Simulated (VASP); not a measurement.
# MgS (Fm-3m) in VASP: notebook, part 2 of 2

VASP 6.6.1. The steps go on from the part before.

## 3. Electric field gradients, PBE

File INCAR:

```
ALGO = Normal
EDIFF = 1E-8
ENCUT = 520
GGA = PE
GGA_COMPAT = False
ISIF = 2
ISMEAR = 1
LASPH = True
LCHARG = False
LEFG = True
LREAL = False
LWAVE = False
NBANDS = 11
NELM = 120
PREC = Accurate
SIGMA = 0.025
```

File KPOINTS:

```
k-points
0
Gamma
  9 9 9
```

File POSCAR:

```
MgS
1.0
    0.0000000000      2.6043975556      2.6043975556
    2.6043975556      0.0000000000      2.6043975556
    2.6043975556      2.6043975556      0.0000000000
Mg S
1 1
Direct
    0.0000000000      0.0000000000      0.0000000000
    0.5000000000      0.5000000000      0.5000000000
```

Potentials or basis: VASP PAW PBE potentials, release 64 (Mg, S).

The run is started by

```bash
$ cat potpaw_PBE.64/Mg/POTCAR potpaw_PBE.64/S/POTCAR > POTCAR
$ mpirun -np 1 vasp_std > vasp.out
```

OUTCAR:

```text
EDIFF = 1E-8
   ENCUT = 520
   GGA = PE
   ISIF = 2
   ISMEAR = 1
   LASPH = True
   LREAL = False
   NELM = 120
   PREC = Accurate

 ion  position               nearest neighbor table
   1  0.000  0.000  0.000-   2 2.60   2 2.60   2 2.60   2 2.60   2 2.60   2 2.60
   2  0.500  0.500  0.500-   1 2.60   1 2.60   1 2.60   1 2.60   1 2.60   1 2.60

  LATTYP: Found a face centered cubic cell.
 ALAT       =     5.2087951112

  Lattice vectors:

 A1 = (   0.0000000000,   2.6043975556,   2.6043975556)
 A2 = (   2.6043975556,   0.0000000000,   2.6043975556)
 A3 = (   2.6043975556,   2.6043975556,   0.0000000000)

Analysis of symmetry for initial positions (statically):
=====================================================================
 Subroutine PRICEL returns:
 Original cell was already a primitive cell.

 Routine SETGRP: Setting up the symmetry group for a
 face centered cubic supercell.

 Subroutine GETGRP returns: Found 48 space group operations
 (whereof 48 operations were pure point group operations)
 out of a pool of 48 trial point group operations.

The static configuration has the point symmetry O_h .

Analysis of symmetry for dynamics (positions and initial velocities):
=====================================================================
 Subroutine PRICEL returns:
 Original cell was already a primitive cell.

 Routine SETGRP: Setting up the symmetry group for a
 face centered cubic supercell.

 Subroutine GETGRP returns: Found 48 space group operations
 (whereof 48 operations were pure point group operations)
 out of a pool of 48 trial point group operations.

The dynamic configuration has the point symmetry O_h .

 Subroutine INISYM returns: Found 48 space group operations
 (whereof 48 operations are pure point group operations),
 and found     1 'primitive' translations

----------------------------------------------------------------------------------------

                                     Primitive cell

  volume of cell :      35.3307

  direct lattice vectors                    reciprocal lattice vectors
     0.000000000  2.604397556  2.604397556    -0.191982979  0.191982979  0.191982979
     2.604397556  0.000000000  2.604397556     0.191982979 -0.191982979  0.191982979
     2.604397556  2.604397556  0.000000000     0.191982979  0.191982979 -0.191982979

  length of vectors
     3.683174345  3.683174345  3.683174345     0.332524273  0.332524273  0.332524273

  position of ions in fractional coordinates (direct lattice)
     0.000000000  0.000000000  0.000000000
     0.500000000  0.500000000  0.500000000

  ion indices of the primitive-cell ions
   primitive index   ion index
                 1           1
                 2           2

----------------------------------------------------------------------------------------

 KPOINTS: k-points

Automatic generation of k-mesh.
 Grid dimensions read from file:
 generate k-points for:    9    9    9

 Generating k-lattice:

  Cartesian coordinates                     Fractional coordinates (reciprocal lattice)
[... 72 lines left out ...]
   NUPDOWN=      -1.0000    fix difference up-down
   EMIN   =  10.00;   EMAX   =-10.00  energy-range for DOS
   EFERMI =   0.00;   METHOD = LEGACY
   ISMEAR =     1;   SIGMA  =   0.03  broadening in eV -4-tet -1-fermi 0-gaus
   EFERMI_NEDOS =   21; number of points for ismear=-14 and -15
   IALGO  =     38    algorithm
   IMIX   =      4    mixing-type and parameters
     AMIX     =   0.40;   BMIX     =  1.00
     AMIX_MAG =   1.60;   BMIX_MAG =  1.00
  volume/ion in A,a.u.               =      17.67       119.21
  Fermi-wavevector in a.u.,A,eV,Ry     =   0.997825  1.885615 13.546695  0.995654
  Thomas-Fermi vector in A             =   2.130007
   LORBIT       =      0    0 simple, 1 ext, 2 COOP (PROOUT), +10 PAW based schemes
   GGA     = PE    functional components
   LHFCALC =     F    Hartree Fock is set to
   AEXX    =    0.0000 exact exchange contribution
   IVDW    =     0    specifies the selected vdW correction
   LEPSILON=     F    determine dielectric tensor
   LRPA    =     F    only Hartree local field effects (RPA)
 non-spin polarized calculation
 Methfessel and Paxton  Order N= 1 SIGMA  =   0.03
  energy-cutoff  :      520.00
  volume of cell :       35.33
 maximum number of plane-waves:       963
   NGX = 13   NGY = 13   NGZ = 13

 number of electron       8.0000000 magnetization

 Free energy of the ion-electron system (eV)
  ---------------------------------------------------
  ext. energy  EPLUGINS =         0.00000000
  ---------------------------------------------------
  free energy    TOTEN  =        -8.50256602 eV

  energy without entropy =       -8.50257199  energy(sigma->0) =       -8.50256801

 E-fermi :   3.7178     XC(G=0):  -9.6752

 val. band max:        3.6967777355   @ k =   0.0000   0.0000   0.0000
 cond. band min:       6.5952472442   @ k =   0.4444   0.4444   0.0000
 fundamental gap:      2.8984695087
 Fermi energy:         3.7178245342

 k-point     1 :       0.0000    0.0000    0.0000
  band No.  band energies     occupation
      1      -8.9520      2.00000
      2       3.6968      2.00000
      3       3.6968      2.00000
      4       3.6968      2.00000
      5       7.3821      0.00000
      6      11.6535      0.00000
      7      11.6535      0.00000
      8      11.6535      0.00000
      9      14.0432      0.00000
     10      14.0432      0.00000
     11      16.2278      0.00000
[... 309 lines left out ...]
 k-point    24 :       0.4444    0.4444    0.0000
  band No.  band energies     occupation
      1      -7.3516      2.00000
      2      -0.3845      2.00000
      3       2.0602      2.00000
      4       2.0602      2.00000
      5       6.5952      0.00000
      6       8.1645      0.00000
      7      15.3133      0.00000
      8      16.3912      0.00000
      9      16.6706      0.00000
     10      16.6706      0.00000
     11      19.9331      0.00000

 [... further k-points ...]
[... 5 lines left out ...]
  --------------------------------------------------------------------------------------
  -------------------------------------------------------------------------------------
  Total        0.1357296      0.1357296      0.1357296      0.0000000      0.0000000      0.0000000
  in kB        6.1550758      6.1550758      6.1550758      0.0000000      0.0000000      0.0000000
  external PRESSURE =       6.1550758 kB  Pullay stress =       0.0000000 kB

 VOLUME and BASIS-vectors are now :
 -----------------------------------------------------------------------------
  energy-cutoff  :      520.00
  volume of cell :       35.33
      direct lattice vectors                 reciprocal lattice vectors
     0.000000000  2.604397556  2.604397556    -0.191982979  0.191982979  0.191982979
     2.604397556  0.000000000  2.604397556     0.191982979 -0.191982979  0.191982979
     2.604397556  2.604397556  0.000000000     0.191982979  0.191982979 -0.191982979

 POSITION                                       TOTAL-FORCE (eV/Angst)
 -----------------------------------------------------------------------------------
      0.00000      0.00000      0.00000         0.000000     -0.000000     -0.000000
      2.60440      2.60440      2.60440        -0.000000      0.000000      0.000000
 -----------------------------------------------------------------------------------
    total drift:                                0.000000      0.000000      0.000000

  FREE ENERGIE OF THE ION-ELECTRON SYSTEM (eV)
  ---------------------------------------------------
  free  energy   TOTEN  =        -8.5025660245 eV

  energy  without entropy=       -8.5025719900  energy(sigma->0) =       -8.50256801

 Electric field gradients (V/A^2)
---------------------------------------------------------------------
 ion       V_xx      V_yy      V_zz      V_xy      V_xz      V_yz
---------------------------------------------------------------------
   1      -0.000     0.000    -0.000     0.000     0.000     0.000
   2      -0.000    -0.000    -0.000    -0.000    -0.000    -0.000
---------------------------------------------------------------------

 Electric field gradients after diagonalization (V/A^2)
 (convention: |V_zz| > |V_xx| > |V_yy|)
----------------------------------------------------------------------
 ion       V_xx      V_yy      V_zz     asymmetry (V_yy - V_xx)/ V_zz
----------------------------------------------------------------------
   1      -0.000    -0.000     0.000       0.000
   2       0.000     0.000    -0.001       0.000
----------------------------------------------------------------------

           NMR quadrupolar parameters

 Cq : quadrupolar parameter    Cq=e*Q*V_zz/h
 eta: asymmetry parameters     (V_yy - V_xx)/ V_zz
 Q  : nuclear electric quadrupole moment in mb (millibarn)
----------------------------------------------------------------------
 ion       Cq(MHz)       eta       Q (mb)
----------------------------------------------------------------------
   1       0.000       0.000       1.000
   2      -0.000       0.000       1.000
----------------------------------------------------------------------
```

stdout:

```text
POSCAR found type information on POSCAR MgS
 POSCAR found :  2 types and       2 ions
 scaLAPACK will be used
 LDA part: xc-table for (Slater+PW92), standard interpolation
 POSCAR, INCAR and KPOINTS ok, starting setup
 FFT: planning ... GRIDC
 FFT: planning ... GRID_SOFT
 FFT: planning ... GRID
 WAVECAR not read
 entering main loop
ion   1

ion   2
```

It took 7 s on 1 thread of Intel Xeon 6975P-C (Granite Rapids), shared host; peak memory 0.16 GiB.

What came out:

```
Free energy                             : -8.5026 eV
Pressure                                : 0.6 GPa
Band gap on the k mesh                  : 2.90 eV (least direct gap 3.69 eV)
Largest electric field gradient by atom : zero within the noise of the run
```

Caveat: an odd mesh through Γ misses points on the zone boundary, where band edges can lie.

## 4. Dielectric tensor, PBE

File INCAR:

```
SYSTEM = MgS
PREC = Accurate
ENCUT = 520
EDIFF = 1E-8
ISMEAR = 0
SIGMA = 0.01
LREAL = .FALSE.
LASPH = .TRUE.
NELM = 120
ALGO = Normal
ISIF = 2
LWAVE = .FALSE.
LCHARG = .FALSE.
GGA = PE
LEPSILON = .TRUE.
GGA_COMPAT = .FALSE.
```

File KPOINTS:

```
Automatic mesh
0
G
  9 9 9
  0 0 0
```

POSCAR is that of step 3.

Potentials or basis: VASP PAW PBE potentials, release 64 (Mg, S).

The run is started by

```bash
$ cat potpaw_PBE.64/Mg/POTCAR potpaw_PBE.64/S/POTCAR > POTCAR
$ mpirun -np 1 vasp_std > vasp.out
```

OUTCAR:

```text
SYSTEM = MgS
   PREC = Accurate
   ENCUT = 520
   EDIFF = 1E-8
   ISMEAR = 0
   LREAL = .FALSE.
   LASPH = .TRUE.
   NELM = 120
   ISIF = 2
   GGA = PE
   LEPSILON = .TRUE.

 ion  position               nearest neighbor table
   1  0.000  0.000  0.000-   2 2.60   2 2.60   2 2.60   2 2.60   2 2.60   2 2.60
   2  0.500  0.500  0.500-   1 2.60   1 2.60   1 2.60   1 2.60   1 2.60   1 2.60

  LATTYP: Found a face centered cubic cell.
 ALAT       =     5.2087951112

  Lattice vectors:

 A1 = (   0.0000000000,   2.6043975556,   2.6043975556)
 A2 = (   2.6043975556,   0.0000000000,   2.6043975556)
 A3 = (   2.6043975556,   2.6043975556,   0.0000000000)

Analysis of symmetry for initial positions (statically):
=====================================================================
 Subroutine PRICEL returns:
 Original cell was already a primitive cell.

 Routine SETGRP: Setting up the symmetry group for a
 face centered cubic supercell.

[... 484 lines left out ...]

 Free energy of the ion-electron system (eV)
  ---------------------------------------------------
  ---------------------------------------------------
  free energy    TOTEN  =        -0.47550885 eV

  energy without entropy =       -0.47550885

------------------------ aborting loop because EDIFF is reached ----------------------------------------

 PIEZOELECTRIC TENSOR FIELD DIRECTION 3  (e Angst)
 -----------------------------------------------------------------------------
    -0.00008  0.00000  0.00000           (  0.00001  0.00000  0.00000)
     0.00000 -0.00008 -0.00000           (  0.00000  0.00001  0.00000)
     0.00000  0.00000 -0.00139           (  0.00000  0.00000  0.00000)

 PIEZOELECTRIC TENSOR FIELD DIRECTION 3  (C/m^2)
 -----------------------------------------------------------------------------
    -0.00004  0.00000  0.00000
     0.00000 -0.00004 -0.00000
     0.00000  0.00000 -0.00063

 MACROSCOPIC STATIC DIELECTRIC TENSOR (including local field effects in DFT)
 ------------------------------------------------------
           5.388243    -0.000000    -0.000000
           0.000000     5.388243    -0.000000
           0.000000     0.000000     5.388243
 ------------------------------------------------------

 PIEZOELECTRIC TENSOR (including local field effects)  for field in x, y, z        (e  Angst)
          XX          YY          ZZ          XY          YZ          ZX
  --------------------------------------------------------------------------------
  x     0.00000     0.00000     0.00000     0.00000     0.00000     0.00000
  y     0.00000     0.00000     0.00000     0.00000     0.00000     0.00000
  z     0.00000     0.00000     0.00000     0.00000     0.00000     0.00000

 PIEZOELECTRIC TENSOR (including local field effects)  for field in x, y, z        (C/m^2)
          XX          YY          ZZ          XY          YZ          ZX
  --------------------------------------------------------------------------------
  x     0.00000     0.00000     0.00000     0.00000     0.00000     0.00000
  y     0.00000     0.00000     0.00000     0.00000     0.00000     0.00000
  z     0.00000     0.00000     0.00000     0.00000     0.00000     0.00000

 BORN EFFECTIVE CHARGES (including local field effects) (in |e|, cummulative output)
 ---------------------------------------------------------------------------------
 ion    1
    1     2.32745     0.00000     0.00000
    2     0.00000     2.32745     0.00000
    3     0.00000    -0.00000     2.32745
 ion    2
    1    -2.32745    -0.00000    -0.00000
    2    -0.00000    -2.32745    -0.00000
    3    -0.00000     0.00000    -2.32745
```

stdout:

```text
POSCAR found type information on POSCAR MgS
 POSCAR found :  2 types and       2 ions
 scaLAPACK will be used
 LDA part: xc-table for (Slater+PW92), standard interpolation
 POSCAR, INCAR and KPOINTS ok, starting setup
 FFT: planning ... GRIDC
 FFT: planning ... GRID_SOFT
 FFT: planning ... GRID
 WAVECAR not read
 entering main loop
 Linear response reoptimize wavefunctions to high precision
 Linear response G [H, r] |phi>, progress :
  Direction:   1
 Linear response G [H, r] |phi>, progress :
  Direction:   2
 Linear response G [H, r] |phi>, progress :
  Direction:   3
 Linear response to external field (no local field effect), progress :
  Direction:   1
 dielectric tensor                  component  1 :     6.856     2.579     0.504
 Linear response to external field (no local field effect), progress :
  Direction:   2
 dielectric tensor                  component  2 :     2.579     6.876    -0.562
 Linear response to external field (no local field effect), progress :
  Direction:   3
 dielectric tensor                  component  3 :     0.504    -0.562     4.028
 Linear response to external field, progress :
  Direction:   1
 dielectric tensor                  component  1 :     5.388     1.603     0.416
 Linear response to external field, progress :
  Direction:   2
 dielectric tensor                  component  2 :     1.431     5.388    -0.087
 Linear response to external field, progress :
  Direction:   3
 dielectric tensor                  component  3 :     0.257     1.087     5.388
 Born effective charges drift removed
```

Run time: 60 s. Hardware: 1 thread of Intel Xeon 6975P-C (Granite Rapids), shared host; peak memory 0.21 GiB.

Results:

| Quantity | Value |
| --- | --- |
| Band gap on the k mesh | 2.90 eV (least direct gap 3.69 eV) |
| Electronic dielectric tensor (diagonal) | 5.39 |
| Born charges (mean of the diagonal) | Mg +2.33; S -2.33 e |

Electronic dielectric tensor:
```
5.39 0.00 0.00
0.00 5.39 0.00
0.00 0.00 5.39
```

Born effective charge tensors (e):
atom 1, Mg
```
2.33 0.00 0.00
0.00 2.33 0.00
0.00 0.00 2.33
```
atom 2, S
```
-2.33  0.00  0.00
 0.00 -2.33  0.00
 0.00  0.00 -2.33
```

Caveat: an odd mesh through Γ misses points on the zone boundary, where band edges can lie.

## 5. The runs side by side

| task | smearing | gap on the mesh (eV) | pressure (GPa) |
| --- | --- | --- | --- |
| electric field gradients | fermi-dirac 0.02 eV | 2.90 | 0.6 |
| electric field gradients | methfessel-paxton 0.025 eV | 2.90 | 0.6 |
| dielectric tensor | gaussian 0.01 eV | 2.90 | - |

Alike in all rows: level PBE; potentials or basis VASP PAW PBE potentials, release 64 (Mg, S); no spin polarisation; cell as given; k mesh 9 × 9 × 9; cutoff (eV) 520.

Caveats: an odd mesh through Γ misses points on the zone boundary, where band edges can lie.

Absolute energies hang on the potentials; compare differences alone.
